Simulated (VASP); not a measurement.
A run of VASP 6.6.1:

The input INCAR:

```
SYSTEM = Cu
ALGO = Normal
EDIFF = 1E-7
ENCUT = 520
GGA = PE
ISIF = 2
ISMEAR = 0
LASPH = .True.
LCHARG = .True.
LELF = .True.
LREAL = .False.
LVHAR = .True.
LWAVE = .False.
NBANDS = 12
NELM = 100
PREC = Accurate
SIGMA = 0.15
```

The input KPOINTS:

```
k-points
0
Gamma
  22 22 22
  0 0 0
```

File POSCAR:

```
Cu
1.0
   -1.4241500000      1.4241500000      1.3129000000
    1.4241500000     -1.4241500000      1.3129000000
    1.4241500000      1.4241500000     -1.3129000000
Cu
1
Direct
    0.0000000000      0.0000000000      0.0000000000
```

Potentials or basis: VASP PAW PBE potentials, release 64 (Cu).

The run is started by

```sh
$ cat potpaw_PBE.64/Cu/POTCAR > POTCAR
$ mpirun -np 1 vasp_std > vasp.out
```

Hardware: 1 thread of Intel(R) Xeon(R) 6975P-C (Granite Rapids), with other jobs on the host.

Question: Estimate the wall time of this run.

Answer: Run time: 33 s on 1 thread of Intel(R) Xeon(R) 6975P-C (Granite Rapids), with other jobs on the host, peak memory 0.21 GiB. Counts: scf iterations 12, k points 834.
